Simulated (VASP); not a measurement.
The system is Be3I.

```
Be I
1.0
    -1.94285    1.94285    4.33987
     1.94285   -1.94285    4.33987
     1.94285    1.94285   -4.33987
Be I
3 1
Direct
  0.50000 0.50000 0.00000
  0.25000 0.75000 0.50000
  0.75000 0.25000 0.50000
  0.00000 0.00000 0.00000
```

| Property | Result |
| --- | --- |
| Program | VASP 6.6.1 |
| Task | relaxation of cell and atoms |
| Functional | PBE |
| Potentials or basis | VASP PAW PBE potentials, release 64 (Be, I) |
| Cutoff | 600 eV |
| k mesh | 6 × 6 × 6 |
| Occupations | gaussian, width 0.1 eV |
| Spin | no spin polarisation |

At the start: pressure -4.2 GPa; volume 16.38 Å³/atom.

How do energy, volume and symmetry change on relaxing?

Over 33 steps the energy falls by 96.6 meV/atom and the volume is 17.00 Å³/atom (+3.8 %); space group I4/mmm (No. 139, to 0.1 Å) before and after.

Step by step:
| step | energy change (eV) | largest force (eV/Å) | pressure (GPa) | volume (Å³) |
| --- | --- | --- | --- | --- |
| 1 | 0.0000 | 0.0000 | -4.19 | 65.53 |
| 2 | -0.0743 | 0.0000 | -1.50 | 61.54 |
| 3 | -0.0843 | 0.0000 | 0.00 | 59.70 |
| 4 | -0.0843 | 0.0000 | 0.12 | 59.58 |
| 5 | -0.0872 | 0.0000 | 0.09 | 59.57 |
| 6 | -0.0939 | 0.0000 | 0.21 | 59.54 |
| 7 | -0.0989 | 0.0000 | 0.99 | 59.40 |
| 8 | -0.1030 | 0.0000 | 0.59 | 59.95 |
| 9 | -0.1207 | 0.0000 | -0.41 | 61.59 |
| 10 | -0.1912 | 0.0000 | -2.12 | 64.88 |
| 11 | -0.2172 | 0.0000 | -4.76 | 71.53 |
| 12 | -0.2303 | 0.0000 | -4.13 | 69.41 |
| 13 | -0.2311 | 0.0000 | -3.92 | 68.83 |
| 14 | -0.2315 | 0.0000 | -3.95 | 68.89 |
| 15 | -0.2325 | 0.0000 | -4.01 | 69.08 |
| 16 | -0.2339 | 0.0000 | -4.12 | 69.45 |
| 17 | -0.2348 | 0.0000 | -4.32 | 70.19 |
| 18 | -0.2368 | 0.0000 | -4.28 | 70.15 |
| 19 | -0.2427 | 0.0000 | -4.20 | 70.04 |
| 20 | -0.2540 | 0.0000 | -4.02 | 69.81 |
| 21 | -0.2752 | 0.0000 | -3.65 | 69.34 |
| 22 | -0.3112 | 0.0000 | -2.86 | 68.42 |
| 23 | -0.3556 | 0.0000 | -1.06 | 66.56 |
| 24 | -0.3341 | 0.0000 | 3.89 | 62.86 |
| 25 | -0.3673 | 0.0000 | 0.40 | 65.32 |
| 26 | -0.3677 | 0.0000 | 0.82 | 65.00 |
| 27 | -0.3677 | 0.0000 | 0.68 | 65.11 |
| 28 | -0.3692 | 0.0000 | 0.67 | 65.23 |
| 29 | -0.3734 | 0.0000 | 0.63 | 65.59 |
| 30 | -0.3804 | 0.0000 | 0.51 | 66.31 |
| 31 | -0.3861 | 0.0000 | 0.28 | 67.71 |
| 32 | -0.3861 | 0.0000 | 0.30 | 67.58 |
| 33 | -0.3865 | 0.0000 | -0.09 | 68.02 |

Final structure:
```yaml
crystal:
  lattice:
    - [-1.73909, 1.73909, 5.62242]
    - [1.73909, -1.73909, 5.62242]
    - [1.73909, 1.73909, -5.62242]
  atoms:
    - { symbol: Be, position: [0.50000, 0.50000, 0.00000] }
    - { symbol: Be, position: [0.25000, 0.75000, 0.50000] }
    - { symbol: Be, position: [0.75000, 0.25000, 0.50000] }
    - { symbol: I, position: [0.00000, 0.00000, 0.00000] }
```

Caveat: a cell axis changed by over 15 % at a fixed basis, so the end point is rough.
